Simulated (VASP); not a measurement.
A run of VASP 6.6.1 is set up as follows.

File INCAR:

```
  ALGO = Normal
  EDIFF = 1E-7
  ENCUT = 520
  ISIF = 2
  ISMEAR = -1
  LASPH = T
  LCHARG = T
  LELF = T
  LREAL = F
  LVHAR = T
  LWAVE = F
  NBANDS = 23
  NELM = 60
  PREC = Accurate
  SIGMA = 0.08
```

Contents of KPOINTS:

```
k-points
0
Gamma
  9 9 9
```

Contents of POSCAR:

```
LiZn
1.0
    0.0000000000      3.1110000000      3.1421100000
    3.1110000000      0.0000000000      3.1421100000
    3.1110000000      3.1110000000      0.0000000000
Li Zn
2 2
Direct
    0.5000000000      0.5000000000      0.5000000000
    0.7500000000      0.7500000000      0.7500000000
    0.0000000000      0.0000000000      0.0000000000
    0.2500000000      0.2500000000      0.2500000000
```

Potentials or basis: VASP PAW LDA potentials, release 64 (Li_sv, Zn).

The run is started by

```sh
$ cat potpaw_LDA.64/Li_sv/POTCAR potpaw_LDA.64/Zn/POTCAR > POTCAR
$ mpirun -np 1 vasp_std > vasp.out
```

Question: Estimate the band gap on the k mesh.

Answer: Zero (band 15 reaches 5.15 eV, above the bottom of band 16 at 0.71 eV).

Caveat: the cell differs from its parent crystal (zz strain of +1 %).
